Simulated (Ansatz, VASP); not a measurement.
## Two plane-wave programs on KF

```
CELL_PARAMETERS angstrom
-0.11150 2.58168 2.58168
2.58168 -0.11150 2.58168
2.58168 2.58168 -0.11150
ATOMIC_POSITIONS crystal
K 0.00000 0.00000 0.00000
F 0.50000 0.50000 0.50000
```

Alike in both runs: task single point; functional PBE; k mesh 8 × 8 × 8; occupations gaussian, width 0.05 eV; no spin polarisation.

|  | VASP | Ansatz |
| --- | --- | --- |
| version | VASP 6.6.1 | Ansatz 0.2.0 |
| potentials or method | VASP PAW PBE potentials, release 64 (K_sv, F), cutoff 520 eV | scalar-relativistic, plane waves, PAW |
| valence electrons in the cell | 16 | 16 |

```tsv
	VASP	Ansatz	Ansatz less VASP
gap on the k mesh at the Fermi level (eV)	6.33	6.34	+0.017
least direct gap on the mesh (eV)	6.33	6.34	+0.017
pressure (GPa)	2.9	2.9	-0.07
traceless stress, the component that is largest in VASP (GPa)	0.45	0.46	+0.008
```

The functional is the same, so the differences come from potentials, cutoffs and numerics.
